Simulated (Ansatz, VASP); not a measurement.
## CoSn2 in VASP and in Ansatz

```
Co Sn
1.0
    -3.13955    3.13955    2.69905
     3.13955   -3.13955    2.69905
     3.13955    3.13955   -2.69905
Co Sn
2 4
Direct
  0.25000 0.25000 0.00000
  0.75000 0.75000 0.00000
  0.66629 0.16629 0.83258
  0.16629 0.33371 0.50000
  0.33371 0.83371 0.16742
  0.83371 0.66629 0.50000
```

Alike in both runs: task single point; functional PBEsol; k mesh 8 × 8 × 8; occupations gaussian, width 0.1 eV; no spin polarisation.

```csv
,VASP,Ansatz
version,VASP 6.6.1,Ansatz 0.2.0
potentials or method,"VASP PAW PBE potentials, release 64 (Co, Sn_d), cutoff 600 eV","scalar-relativistic, plane waves, PAW"
valence electrons in the cell,74,90
```

|  | VASP | Ansatz | Ansatz less VASP |
| --- | --- | --- | --- |
| gap on the k mesh at the Fermi level (eV) | none | none | - |
| pressure (GPa) | 0.1 | 0.0 | -0.06 |
| rms of the force components (eV/Å) | 0.004 | 0.002 | -0.0026 |

VASP's potentials were made for PBE, not for PBEsol. Atom by atom the forces differ by 0.003 eV/Å (rms over components). A gap of «none» marks a metal or a gap that the smearing closes. VASP's potentials hold 74 valence electrons a cell and Ansatz's 90, so a difference there can come from the potentials and not from the codes.
